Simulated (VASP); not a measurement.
# AlN (P6_3mc) in VASP: a series of runs, part 2 of 2

VASP 6.6.1.

### 5 Single point, PBEsol (strain +0.000 along x and y, +0.080 along z)

INCAR reads:

```
SYSTEM = AlN
PREC = Accurate
ENCUT = 600
EDIFF = 1E-6
ISMEAR = 0
SIGMA = 0.05
LREAL = .False.
LASPH = .True.
NELM = 120
ALGO = Normal
ISIF = 2
LWAVE = .False.
LCHARG = .False.
GGA = PS
NBANDS = 16
GGA_COMPAT = .False.
```

KPOINTS reads:

```
Automatic mesh
0
Gamma
  12 12 6
  0 0 0
```

POSCAR reads:

```
AlN
1.0
    3.1136926464      0.0000000000      0.0000000000
   -1.5568463232      2.6965369313      0.0000000000
    0.0000000000      0.0000000000      5.3820898701
Al N
2 2
Direct
    0.3333333333      0.6666666667      0.0015080761
    0.6666666667      0.3333333333      0.5015080761
    0.3333333333      0.6666666667      0.3834919239
    0.6666666667      0.3333333333      0.8834919239
```

Potentials or basis: VASP PAW PBE potentials, release 64 (Al, N).

The run is started by

```bash
$ cat potpaw_PBE.64/Al/POTCAR potpaw_PBE.64/N/POTCAR > POTCAR
$ mpirun -np 1 vasp_std > vasp.out
```

OUTCAR:

```text
SYSTEM = AlN
   PREC = Accurate
   ENCUT = 600
   EDIFF = 1E-6
   ISMEAR = 0
   LREAL = .False.
   LASPH = .True.
   NELM = 120
   ISIF = 2
   GGA = PS

 ion  position               nearest neighbor table
   1  0.333  0.667  0.002-   4 1.91   4 1.91   4 1.91   3 2.06   2 3.24   2 3.24   2 3.24   2 3.24
                             2 3.24   2 3.24
   2  0.667  0.333  0.502-   3 1.91   3 1.91   3 1.91   4 2.06   1 3.24   1 3.24   1 3.24   1 3.24
                             1 3.24   1 3.24
   3  0.333  0.667  0.383-   2 1.91   2 1.91   2 1.91   1 2.06
   4  0.667  0.333  0.883-   1 1.91   1 1.91   1 1.91   2 2.06

  LATTYP: Found a hexagonal cell.
 ALAT       =     3.1136926464
 C/A-ratio  =     1.7285231657

  Lattice vectors:

 A1 = (   3.1136926464,   0.0000000000,   0.0000000000)
 A2 = (  -1.5568463232,   2.6965369313,   0.0000000000)
 A3 = (   0.0000000000,   0.0000000000,   5.3820898701)

Analysis of symmetry for initial positions (statically):
=====================================================================
 Subroutine PRICEL returns:
 Original cell was already a primitive cell.

 Routine SETGRP: Setting up the symmetry group for a
 hexagonal supercell.

 Subroutine GETGRP returns: Found 12 space group operations
 (whereof  6 operations were pure point group operations)
 out of a pool of 24 trial point group operations.

The static configuration has the point symmetry C_3v.
 The point group associated with its full space group is C_6v.

Analysis of symmetry for dynamics (positions and initial velocities):
=====================================================================
 Subroutine PRICEL returns:
 Original cell was already a primitive cell.

 Routine SETGRP: Setting up the symmetry group for a
 hexagonal supercell.

 Subroutine GETGRP returns: Found 12 space group operations
 (whereof  6 operations were pure point group operations)
 out of a pool of 24 trial point group operations.

The dynamic configuration has the point symmetry C_3v.
 The point group associated with its full space group is C_6v.

 Subroutine INISYM returns: Found 12 space group operations
 (whereof  6 operations are pure point group operations),
 and found     1 'primitive' translations

----------------------------------------------------------------------------------------

                                     Primitive cell

  volume of cell :      45.1890

  direct lattice vectors                    reciprocal lattice vectors
     3.113692646  0.000000000  0.000000000     0.321162078  0.185423012  0.000000000
    -1.556846323  2.696536931  0.000000000     0.000000000  0.370846024  0.000000000
     0.000000000  0.000000000  5.382089870     0.000000000  0.000000000  0.185801431

  length of vectors
     3.113692646  3.113692646  5.382089870     0.370846024  0.370846024  0.185801431

  position of ions in fractional coordinates (direct lattice)
     0.333333333  0.666666667  0.001508076
     0.666666667  0.333333333  0.501508076
     0.333333333  0.666666667  0.383491924
     0.666666667  0.333333333  0.883491924

  ion indices of the primitive-cell ions
   primitive index   ion index
                 1           1
                 2           2
                 3           3
                 4           4

[... 31 lines left out ...]
  0.250000 -0.000000  0.000000      6.000000
  0.333333  0.000000  0.000000      6.000000
  0.416667 -0.000000  0.000000      6.000000
[... 16 lines left out ...]
  0.250000 -0.000000  0.166667     12.000000
  0.333333  0.000000  0.166667     12.000000
 [... further k-points ...]
   k-points           NKPTS =     76   k-points in BZ     NKDIM =     76   number of bands    NBANDS=     16
   number of dos      NEDOS =    301   number of ions     NIONS =      4
   total plane-waves  NPLWV =  37632
   dimension x,y,z NGX =    28 NGY =   28 NGZ =   48
   dimension x,y,z NGXF=    56 NGYF=   56 NGZF=   96
   ions per type =               2   2
   NGX,Y,Z   is equivalent  to a cutoff of  14.95, 14.95, 14.83 a.u.
   NGXF,Y,Z  is equivalent  to a cutoff of  29.90, 29.90, 29.65 a.u.
 SYSTEM =  AlN
   PREC   = accura    normal or accurate (medium, high low for compatibility)
   ISTART =      0    job   : 0-new  1-cont  2-samecut
   ICHARG =      2    charge: 1-file 2-atom 10-const
   ISPIN  =      1    spin polarized calculation?
   LNONCOLLINEAR =      F non collinear calculations
   LSORBIT =      F    spin-orbit coupling
   LASPH  =      T    aspherical Exc in radial PAW
   ENCUT  =  600.0 eV  44.10 Ry    6.64 a.u.   6.22  6.22 10.75*2*pi/ulx,y,z
   NELM   =    120;   NELMIN=  2; NELMDL= -5     # of ELM steps
   EDIFF  = 0.1E-05   stopping-criterion for ELM
   LREAL  =      F    real-space projection
   EDIFFG = 0.1E-04   stopping-criterion for IOM
   NSW    =      0    number of steps for IOM
   IBRION =     -1    ionic relax: 0-MD 1-quasi-New 2-CG
   NFREE  =      0    steps in history (QN), initial steepest desc. (CG)
   ISIF   =      2    stress and relaxation
   ISYM   =      2    0-nonsym 1-usesym 2-fastsym
   POTIM  = 0.5000    time-step for ionic-motion
   TEBEG  =    0.0;   TEEND  =   0.0 temperature during run
   PSTRESS=    0.0 pullay stress
   NELECT =      16.0000    total number of electrons
   NUPDOWN=      -1.0000    fix difference up-down
   EMIN   =  10.00;   EMAX   =-10.00  energy-range for DOS
   EFERMI =   0.00;   METHOD = LEGACY
   ISMEAR =     0;   SIGMA  =   0.05  broadening in eV -4-tet -1-fermi 0-gaus
   EFERMI_NEDOS =   21; number of points for ismear=-14 and -15
   IALGO  =     38    algorithm
   IMIX   =      4    mixing-type and parameters
     AMIX     =   0.40;   BMIX     =  1.00
     AMIX_MAG =   1.60;   BMIX_MAG =  1.00
  volume/ion in A,a.u.               =      11.30        76.24
  Fermi-wavevector in a.u.,A,eV,Ry     =   1.158165  2.188615 18.250126  1.341346
  Thomas-Fermi vector in A             =   2.294770
   LORBIT       =      0    0 simple, 1 ext, 2 COOP (PROOUT), +10 PAW based schemes
   GGA     = PS    functional components
   LHFCALC =     F    Hartree Fock is set to
   AEXX    =    0.0000 exact exchange contribution
   IVDW    =     0    specifies the selected vdW correction
   LEPSILON=     F    determine dielectric tensor
   LRPA    =     F    only Hartree local field effects (RPA)
 non-spin polarized calculation
 Gauss-broadening in eV      SIGMA  =   0.05
  energy-cutoff  :      600.00
  volume of cell :       45.19
 maximum number of plane-waves:      1527
 NGX is ok and might be reduce to    28
   NGX = 13   NGY = 13   NGZ = 21

 number of electron      16.0000000 magnetization

 Free energy of the ion-electron system (eV)
  ---------------------------------------------------
  ext. energy  EPLUGINS =         0.00000000
  ---------------------------------------------------
  free energy    TOTEN  =       -31.00971129 eV

  energy without entropy =      -31.00971129  energy(sigma->0) =      -31.00971129

 E-fermi :   5.4258     XC(G=0): -10.7673

 val. band max:        5.2114705543   @ k =   0.0000   0.0000   0.0000
 cond. band min:       8.6017522966   @ k =   0.0000   0.0000   0.0000
 fundamental gap:      3.3902817423
 Fermi energy:         5.4258345111

 k-point     1 :       0.0000    0.0000    0.0000
  band No.  band energies     occupation
      1      -9.3891      2.00000
      2      -7.7432      2.00000
      3      -0.5507      2.00000
      4       4.7635      2.00000
      5       4.7635      2.00000
      6       5.0672      2.00000
[... 433 lines left out ...]
      3       0.6886      2.00000
      4       1.4398      2.00000
      5       2.0008      2.00000
      6       3.8875      2.00000
[... 8 lines left out ...]
     15      16.6417      0.00000
     16      18.8627      0.00000

 [... further k-points ...]

------------------------ aborting loop because EDIFF is reached ----------------------------------------

  FORCE on cell =-STRESS in cart. coord.  units (eV):
  Direction    XX          YY          ZZ          XY          YZ          ZX
  --------------------------------------------------------------------------------------
  -------------------------------------------------------------------------------------
  Total       -1.1881128     -1.1881128     -7.5448597      0.0000000     -0.0000000      0.0000000
  in kB      -42.1245412    -42.1245411   -267.5030200      0.0000000     -0.0000000      0.0000000
  external PRESSURE =    -117.2507008 kB  Pullay stress =       0.0000000 kB

 VOLUME and BASIS-vectors are now :
 -----------------------------------------------------------------------------
  energy-cutoff  :      600.00
  volume of cell :       45.19
      direct lattice vectors                 reciprocal lattice vectors
     3.113692646  0.000000000  0.000000000     0.321162078  0.185423012  0.000000000
    -1.556846323  2.696536931  0.000000000     0.000000000  0.370846024  0.000000000
     0.000000000  0.000000000  5.382089870     0.000000000  0.000000000  0.185801431

 POSITION                                       TOTAL-FORCE (eV/Angst)
 -----------------------------------------------------------------------------------
     -0.00000      1.79769      0.00812        -0.000000     -0.000000      0.376879
      1.55685      0.89885      2.69916        -0.000000     -0.000000      0.376879
     -0.00000      1.79769      2.06399         0.000000      0.000000     -0.376879
      1.55685      0.89885      4.75503        -0.000000     -0.000000     -0.376879
 -----------------------------------------------------------------------------------
    total drift:                               -0.000000      0.000000     -0.000471

  FREE ENERGIE OF THE ION-ELECTRON SYSTEM (eV)
  ---------------------------------------------------
  free  energy   TOTEN  =       -31.0097112868 eV

  energy  without entropy=      -31.0097112868  energy(sigma->0) =      -31.00971129
```

OSZICAR:

```text
N       E                     dE             d eps       ncg     rms          rms(c)
DAV:   1     0.448103366774E+02    0.44810E+02   -0.77585E+03  2432   0.994E+02
DAV:   2    -0.311592980364E+02   -0.75970E+02   -0.69682E+02  3400   0.200E+02
DAV:   3    -0.352473360978E+02   -0.40880E+01   -0.40747E+01  3208   0.491E+01
DAV:   4    -0.352754476338E+02   -0.28112E-01   -0.28109E-01  2944   0.437E+00
DAV:   5    -0.352758186779E+02   -0.37104E-03   -0.37104E-03  3280   0.501E-01    0.113E+01
DAV:   6    -0.310597239829E+02    0.42161E+01   -0.10019E+01  3016   0.231E+01    0.403E+00
DAV:   7    -0.310508327615E+02    0.88912E-02   -0.57229E-01  2592   0.533E+00    0.278E+00
DAV:   8    -0.310142783424E+02    0.36554E-01   -0.84600E-02  3048   0.256E+00    0.609E-01
DAV:   9    -0.310094296871E+02    0.48487E-02   -0.12509E-02  3120   0.853E-01    0.260E-01
DAV:  10    -0.310098121826E+02   -0.38250E-03   -0.16079E-03  2840   0.269E-01    0.146E-01
DAV:  11    -0.310097099735E+02    0.10221E-03   -0.21069E-04  3000   0.114E-01    0.237E-02
DAV:  12    -0.310097118497E+02   -0.18762E-05   -0.98399E-06  2976   0.249E-02    0.778E-03
DAV:  13    -0.310097112868E+02    0.56290E-06   -0.15082E-06  2344   0.104E-02
   1 F= -.31009711E+02 E0= -.31009711E+02  d E =-.695253E-12
```

stdout:

```text
POSCAR found type information on POSCAR AlN
 POSCAR found :  2 types and       4 ions
 scaLAPACK will be used
 -----------------------------------------------------------------------------
|                                                                             |
|                                                                             |
|     You enforced a specific xc type in the INCAR file but a different       |
|     I HOPE YOU KNOW WHAT YOU ARE DOING!                                     |
|                                                                             |
 -----------------------------------------------------------------------------

 LDA part: xc-table for (Slater+PW92), standard interpolation
 POSCAR, INCAR and KPOINTS ok, starting setup
 FFT: planning ... GRIDC
 FFT: planning ... GRID_SOFT
 FFT: planning ... GRID
 WAVECAR not read
 entering main loop
```

Run time: 25 s. Hardware: 1 thread of Intel Xeon 6975P-C (Granite Rapids), shared host; peak memory 0.21 GiB.

Results:

```
Free energy            : -31.0097 eV
Pressure               : -11.7 GPa
Largest force          : 0.377 eV/Å
Band gap on the k mesh : 3.39 eV
```

Forces on the atoms (eV/Å):
```
Al   0.000  0.000  0.377
Al   0.000  0.000  0.377
N    0.000  0.000 -0.377
N    0.000  0.000 -0.377
```

Levels at points of the mesh, in eV from the valence-band top:
| k point | band 6 | band 7 | band 8 | band 9 | band 10 | band 11 |
| --- | --- | --- | --- | --- | --- | --- |
| (0.00, 0.00, 0.00) | -0.14 | 0.00 | 0.00 | 3.39 | 6.72 | 9.60 |
| (0.50, 0.00, 0.00) | -1.62 | -1.55 | -0.61 | 5.20 | 5.89 | 7.43 |
| (0.00, 0.00, 0.50) | -0.23 | -0.23 | -0.23 | 6.05 | 6.05 | 9.42 |
| (0.50, 0.00, 0.50) | -1.36 | -1.15 | -1.15 | 4.79 | 4.79 | 8.70 |

Caveat: the cell differs from its parent crystal (strain +0.000 along x and y, +0.080 along z); the cell stands under tension; the PAW data sets were made with another functional, which shifts forces and pressure a little. A k mesh can miss the band edges.

### 6 The runs side by side

```csv
cell,gap on the mesh (eV),pressure (GPa),largest force (eV/Å)
"a = 3.238, b = 3.238, c = 4.585 Å, angles 90.0, 90.0, 120.0°, 4 atoms",3.82,3.9,2.41
"a = 3.114, b = 3.114, c = 5.183 Å, angles 90.0, 90.0, 120.0°, 4 atoms",3.84,-6.9,0.32
"a = 3.238, b = 3.238, c = 4.784 Å, angles 90.0, 90.0, 120.0°, 4 atoms",3.58,-6.3,1.10
"a = 3.114, b = 3.114, c = 5.382 Å, angles 90.0, 90.0, 120.0°, 4 atoms",3.39,-11.7,0.38
```

Alike in all rows: task single point; level PBEsol; potentials or basis VASP PAW PBE potentials, release 64 (Al, N); no spin polarisation; k mesh 12 × 12 × 6; cutoff (eV) 600; smearing gaussian 0.05 eV.

Caveats: the PAW data sets were made with another functional, which shifts forces and pressure a little; the cell stands under tension (at least some runs); the cell stands under pressure (at least some runs).

Absolute energies hang on the potentials; compare differences alone.
